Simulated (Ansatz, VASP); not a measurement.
**One calculation of Hf, two programs**

Contents of INCAR:

```
PREC     = Accurate       # precision mode
ENCUT    = 520            # plane-wave cutoff, eV
EDIFF    = 1E-6           # SCF threshold, eV
ISMEAR   = -1             # smearing method
SIGMA    = 0.1            # smearing width, eV
LREAL    = F              # projectors in reciprocal space
LASPH    = T              # aspherical terms in the spheres
NELM     = 80             # most SCF steps
ALGO     = Normal         # electronic algorithm
ISIF     = 2              # what is computed and relaxed
LWAVE    = F              # write WAVECAR
LCHARG   = F              # write CHGCAR
GGA      = RE             # functional
NBANDS   = 28             # bands
```

Contents of KPOINTS:

```
regular mesh
0
Gamma
  13 13 4
```

The input POSCAR:

```
Hf
1.0
    3.3038562497      0.0000000000      0.0000000000
   -1.6519281248      2.8612234427      0.0000000000
    0.0000000000      0.0000000000     10.5706520293
Hf
4
Direct
    1.0000000000      0.0000000000      1.0000000000
    1.0000000000      0.0000000000      0.5000000000
    0.3333333333      0.6666666667      0.2500000000
    0.6666666667      0.3333333333      0.7500000000
```

Input for Ansatz:

```yaml
crystal:
  lattice:
    - [3.3038562497, 0.0, 0.0]
    - [-1.6519281248, 2.8612234427, 0.0]
    - [0.0, 0.0, 10.5706520293]
  atoms:
    - { symbol: Hf, position: [1.0, 0.0, 1.0] }
    - { symbol: Hf, position: [1.0, 0.0, 0.5] }
    - { symbol: Hf, position: [0.3333333333, 0.6666666667, 0.25] }
    - { symbol: Hf, position: [0.6666666667, 0.3333333333, 0.75] }
hamiltonian:
  xc: revpbe
  pseudopotentials:
    kind: paw
    azcp:
      Hf: "pseudopotentials/Hf.paw.azcp"
basis:
  ecutwfc: 420
  fft_grid_basis: typed
kpoints:
  mp_grid: { grid: [13, 13, 4], shift: [0, 0, 0] }
magnetization:
  spin_polarized: false
scf:
  occupations: { method: fermi_dirac, width: 0.1 }
  lower_state_search: "off"
output:
  stress: true
```

Alike in both runs: task single point; functional revPBE; k mesh 13 × 13 × 4; occupations fermi-dirac, width 0.1 eV; no spin polarisation.

|  | VASP | Ansatz |
| --- | --- | --- |
| version | VASP 6.6.1 | Ansatz 0.2.0 |
| potentials or method | VASP PAW PBE potentials, release 64 (Hf_pv), cutoff 520 eV | plane waves (420 eV) with PAW, scalar-relativistic |
| valence electrons in the cell | 40 | 104 |

Ansatz gave:

* pressure (GPa): -6.9
* traceless stress, the component that is largest in VASP (GPa): 0.12

Task: What did VASP give for the same quantities?

Result: Pressure (GPa): -7.3; traceless stress, the component that is largest in VASP (GPa): 0.07.

VASP's potentials were made for PBE, not for revPBE. The functional is the same, so the differences come from potentials, cutoffs and numerics. VASP's potentials hold 40 valence electrons a cell and Ansatz's 104, so a difference there can come from the potentials and not from the codes.

Neither program's run includes spin-orbit coupling.
